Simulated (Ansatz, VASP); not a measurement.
Two plane-wave programs on PbS

Contents of INCAR:

```
SYSTEM = PbS
PREC = Accurate
ENCUT = 500
EDIFF = 1E-6
ISMEAR = 0
SIGMA = 0.02
LREAL = .False.
LASPH = .True.
NELM = 120
ALGO = Normal
ISIF = 2
LWAVE = .False.
LCHARG = .False.
GGA = PS
NBANDS = 17
GGA_COMPAT = .False.
```

KPOINTS

```
regular mesh
0
Gamma
  6 6 6
  0 0 0
```

Contents of POSCAR:

```
PbS
1.0
    4.0897000000      0.0000000000      0.0000000000
   -2.0448500000      3.5417800000      0.0000000000
    0.0000000000      0.0000000000      3.7881700000
Pb S
1 1
Direct
    0.0000000000      0.0000000000      0.0000000000
    0.6666666667      0.3333333333      0.5000000000
```

Input for Ansatz:

```yaml
crystal:
  lattice:
    - [4.0897, 0.0, 0.0]
    - [-2.04485, 3.54178, 0.0]
    - [0.0, 0.0, 3.78817]
  atoms:
    - { symbol: Pb, position: [0.0, 0.0, 0.0] }
    - { symbol: S, position: [0.6666666666666666, 0.3333333333333333, 0.5] }
basis:
  ecutwfc: 571.4391111657479
kpoints:
  mp_grid:
    grid: [6, 6, 6]
hamiltonian:
  xc: pbesol
scf:
  occupations:
    method: gaussian
    width: 0.02
output:
  stress: true
```

Alike in both runs: task single point; functional PBEsol; k mesh 6 × 6 × 6; occupations gaussian, width 0.02 eV; no spin polarisation.

|  | VASP | Ansatz |
| --- | --- | --- |
| version | VASP 6.6.1 | Ansatz 0.2.0 |
| potentials or method | VASP PAW PBE potentials, release 64 (Pb_d, S), cutoff 500 eV | plane waves, PAW |
| valence electrons in the cell | 20 | 20 |

Ansatz gave:

| Item | Value |
| --- | --- |
| pressure (GPa) | -2.9 |
| traceless stress, the component that is largest in VASP (GPa) | -0.14 |

**Question.** Estimate VASP's values.

**Answer.** Pressure (GPa): -3.0; traceless stress, the component that is largest in VASP (GPa): -0.15.

VASP's potentials were made for PBE, not for PBEsol.

Neither program's run includes spin-orbit coupling.
